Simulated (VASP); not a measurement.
BeAu2S2:

```
CELL_PARAMETERS angstrom
3.73028 0.00000 0.00000
0.00000 3.73028 0.00000
0.00000 0.00000 7.31489
ATOMIC_POSITIONS crystal
Be 0.00000 0.00000 0.50000
S 0.00000 0.00000 0.75026
S 0.00000 0.00000 0.24974
Au 0.50000 0.00000 0.00000
Au 0.00000 0.50000 0.00000
```

The cell was built from a structure type or drawn by symmetry, and may not be a known phase.

| Quantity | Value |
| --- | --- |
| Program | VASP 6.6.1 |
| Task | relaxation of cell and atoms |
| Functional | PBE |
| Potentials or basis | VASP PAW PBE potentials, release 64 (Be, S, Au) |
| Cutoff | 600 eV |
| k mesh | 6 × 6 × 4 |
| Occupations | gaussian, width 0.1 eV |
| Spin | no spin polarisation |

At the start: pressure 14.0 GPa; volume 20.36 Å³/atom.

Task: How do energy, volume and symmetry change on relaxing?

Result: Over 10 steps the energy falls by 209.2 meV/atom and the volume is 25.11 Å³/atom (+23.4 %); space group P4/mmm (No. 123, to 0.1 Å) before and after.

The path:
```
step  energy change (eV)  largest force (eV/Å)  pressure (GPa)  volume (Å³)
   1              0.0000                0.2926           14.05       101.79
   2             -0.6794                0.2668           -4.02       130.34
   3             -0.7730                0.3303           -0.78       121.30
   4             -0.9165                0.9672            0.29       121.62
   5             -0.9328                1.3126            0.96       121.69
   6             -1.0213                0.6301            0.47       123.55
   7             -1.0442                0.0806            0.22       125.42
   8             -1.0453                0.0500            0.25       125.09
   9             -1.0453                0.0236            0.24       125.16
  10             -1.0460                0.0091           -0.05       125.57
```

Final structure:
```
Be S Au
1.0
     4.21299    0.00000    0.00000
     0.00000    4.21299    0.00000
     0.00000    0.00000    7.07483
Be S Au
1 2 2
Direct
  0.00000 0.00000 0.50000
  0.00000 0.00000 0.76758
  0.00000 0.00000 0.23242
  0.50000 0.00000 0.00000
  0.00000 0.50000 0.00000
```

Caveat: the volume moved by over 15 % at a fixed basis, so the end points are rough.
